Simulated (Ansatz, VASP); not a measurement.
**Two plane-wave programs on WSe2**

```
W Se
1.0
     3.29967    0.00000    0.00000
    -1.64983    2.85760    0.00000
     0.00000    0.00000   13.14870
W Se
2 4
Direct
  0.33333 0.66667 0.25000
  0.66667 0.33333 0.75000
  0.66667 0.33333 0.37666
  0.66667 0.33333 0.12334
  0.33333 0.66667 0.87666
  0.33333 0.66667 0.62334
```

Alike in both runs: task single point; functional r2SCAN; k mesh 6 × 6 × 2; no spin polarisation.

|  | VASP | Ansatz |
| --- | --- | --- |
| version | VASP 6.6.1 | Ansatz 0.2.0 |
| potentials or method | VASP PAW PBE potentials, release 64 (W_sv, Se) | plane waves, PAW |
| plane-wave cutoff (eV) | 520 | 500 |
| occupations | gaussian, width 0.01 eV | fixed |
| valence electrons in the cell | 52 | 92 |

```tsv
	VASP	Ansatz	Ansatz less VASP
gap on the k mesh at the Fermi level (eV)	1.16	1.17	+0.004
```

VASP's potentials were made for PBE, not for r2SCAN. VASP's potentials hold 52 valence electrons a cell and Ansatz's 92, so a difference there can come from the potentials and not from the codes.

Spin-orbit coupling is off throughout.
